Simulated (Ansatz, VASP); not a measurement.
HfBe2Si2: VASP beside Ansatz

```
CELL_PARAMETERS angstrom
3.78499 0.00000 0.00000
-1.89249 3.27789 0.00000
0.00000 0.00000 5.82709
ATOMIC_POSITIONS crystal
Hf 0.00000 0.00000 0.00000
Be 0.33333 0.66667 0.29053
Be 0.66667 0.33333 0.70947
Si 0.33333 0.66667 0.70586
Si 0.66667 0.33333 0.29414
```

Change from the starting cell: species swapped into the CaCu2S2 type (P-3m1, No. 164).

Alike in both runs: functional PBE; k mesh 12 × 12 × 6; occupations gaussian, width 0.1 eV; no spin polarisation.

Ansatz relaxed the structure, and its values are those at the end. VASP's run is a single point on that final structure, the one shown.

```csv
,VASP,Ansatz
version,VASP 6.6.1,Ansatz 0.2.0
potentials or method,"VASP PAW PBE potentials, release 64 (Hf_pv, Be, Si), cutoff 520 eV","scalar-relativistic, plane waves, PAW"
valence electrons in the cell,22,38
```

|  | VASP | Ansatz | Ansatz less VASP |
| --- | --- | --- | --- |
| gap on the k mesh at the Fermi level (eV) | none | none | - |
| pressure (GPa) | -0.1 | 0.0 | +0.06 |

A gap of «none» marks a metal or a gap that the smearing closes. With one functional, cell and mesh, what is left measures potentials, basis and numerics. VASP's potentials hold 22 valence electrons a cell and Ansatz's 38, so a difference there can come from the potentials and not from the codes.

Neither program's run includes spin-orbit coupling.
